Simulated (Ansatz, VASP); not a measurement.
Two plane-wave programs on BaS

POSCAR

```
BaS
1.0
    0.0000000000      3.5194117709      3.5194117709
    3.6767294771      0.0000000000      3.5194117709
    3.6767294771      3.5194117709      0.0000000000
Ba S
1 1
Direct
    0.0000000000      0.0000000000      0.0000000000
    0.2500000000      0.2500000000      0.2500000000
```

The input INCAR.step1:

```
PREC     = Accurate       # precision mode
ENCUT    = 520            # plane-wave cutoff, eV
EDIFF    = 1E-5           # SCF threshold, eV
ISMEAR   = 0              # smearing method
SIGMA    = 0.01           # smearing width, eV
LREAL    = F              # projectors in reciprocal space
LASPH    = T              # aspherical terms in the spheres
NELM     = 80             # most SCF steps
ALGO     = Normal         # electronic algorithm
ISIF     = 2              # what is computed and relaxed
LWAVE    = T              # write WAVECAR
NBANDS   = 15             # bands
GGA      = PE             # functional
```

Contents of INCAR.step2:

```
PREC     = Accurate       # precision mode
ENCUT    = 520            # plane-wave cutoff, eV
EDIFF    = 1E-7           # SCF threshold, eV
ISMEAR   = 0              # smearing method
SIGMA    = 0.01           # smearing width, eV
LREAL    = F              # projectors in reciprocal space
LASPH    = T              # aspherical terms in the spheres
NELM     = 80             # most SCF steps
ALGO     = Normal         # electronic algorithm
ISIF     = 2              # what is computed and relaxed
LWAVE    = F              # write WAVECAR
LCHARG   = T              # write CHGCAR
GGA      = PE             # functional
LHFCALC  = T              # exact exchange
HFSCREEN = 0.2079         # screening, 1/A
PRECFOCK = Normal       
LELF     = T              # ELF
LVHAR    = T            
NBANDS   = 15             # bands
ISTART   = 1
```

KPOINTS

```
regular mesh
0
Gamma
  4 4 4
```

Input for Ansatz:

```yaml
crystal:
  lattice:
    - [0.0, 3.5194117709, 3.5194117709]
    - [3.6767294771, 0.0, 3.5194117709]
    - [3.6767294771, 3.5194117709, 0.0]
  atoms:
    - { symbol: Ba, position: [0.0, 0.0, 0.0] }
    - { symbol: S, position: [0.25, 0.25, 0.25] }
kpoints:
  mp_grid: { grid: [4, 4, 4] }
  band_path:
    path:
      - [0.0, 0.0, 0.0]
      - [-0.5, -0.5, 0.0]
      - [-0.375, -0.375, 0.25]
      - [-0.375, 0.0, 0.375]
      - [0.0, 0.0, 0.5]
      - [-0.5, -0.25, 0.25]
    npoints: 1
hamiltonian:
  xc: hse06
scf:
  occupations: { method: fixed }
  n_extra_bands: 4
output:
  forces: true
  stress: true
  eigenvalues: true
```

Change from the starting cell: uniaxial_x strain +4.5%.

Alike in both runs: task single point; functional HSE06; k mesh 4 × 4 × 4; no spin polarisation.

```csv
,VASP,Ansatz
version,VASP 6.6.1,Ansatz 0.2.0
potentials or method,"VASP PAW PBE potentials, release 64 (Ba_sv, S)","plane waves, PAW"
plane-wave cutoff (eV),520,420
occupations,"gaussian, width 0.01 eV",fixed
valence electrons in the cell,16,16
```

```csv
,VASP,Ansatz,Ansatz less VASP
gap on the k mesh at the Fermi level (eV),3.55,3.55,-0.001
pressure (GPa),-1.1,-1.4,-0.33
"traceless stress, the component that is largest in VASP (GPa)",-0.21,-0.22,-0.013
```

Ansatz's warnings: stress exchange threshold loose, stress scf threshold loose.

Spin-orbit coupling is off throughout.
